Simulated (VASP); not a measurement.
Set up this calculation in VASP 6.6.1, as the native input.

```yaml
Task: single point
Functional: PBE
Potentials_or_basis: VASP PAW PBE potentials, release 64 (Sc_sv)
Cutoff: 520 eV
k_mesh: 18 × 18 × 10
Occupations: gaussian, width 0.15 eV
Spin: no spin polarisation
Dipole_correction: no
Further_INCAR_settings: ALGO = Fast; EDIFF = 1e-06; NBANDS = 18
```

The structure of Sc lies in POSCAR:

```
Sc
1.0
    3.3087978973      0.0000000000      0.0000000000
   -1.6543989486      2.8655030350      0.0000000000
    0.0000000000      0.0000000000      5.3733600000
Sc
2
Direct
    0.3333333333      0.6666666667      0.2500000000
    0.6666666667      0.3333333333      0.7500000000
```

This cell differs from its parent crystal: strain +0.0200 x Voigt [0, 0, 1, 0, 0, 0].

One way to write it, as run:

INCAR

```
SYSTEM = Sc
  PREC = Accurate
  ENCUT = 520
  EDIFF = 1E-6
  ISMEAR = 0
  SIGMA = 0.15
  LREAL = .FALSE.
  LASPH = .TRUE.
  NELM = 80
  ALGO = Fast
  ISIF = 2
  LWAVE = .FALSE.
  LCHARG = .TRUE.
  GGA = PE
  LELF = .TRUE.
  LVHAR = .TRUE.
  NBANDS = 18
```

KPOINTS

```
regular mesh
0
G
  18 18 10
  0 0 0
```

Potentials or basis: VASP PAW PBE potentials, release 64 (Sc_sv).

Launch:

```sh
$ cat potpaw_PBE.64/Sc_sv/POTCAR > POTCAR
$ mpirun -np 1 vasp_std > vasp.out
```

Results of the run:

The pressure is -1.5 GPa and the band gap on the k mesh is zero (band 11 reaches 4.30 eV, above the bottom of band 12 at 3.07 eV).

Caveat: the cell differs from its parent crystal (strain +0.0200 x Voigt [0, 0, 1, 0, 0, 0]).

Run time: 2.6 min on 1 thread of AMD EPYC 9R45 96-Core Processor (Zen 5) (shared host), peak memory 0.26 GiB.
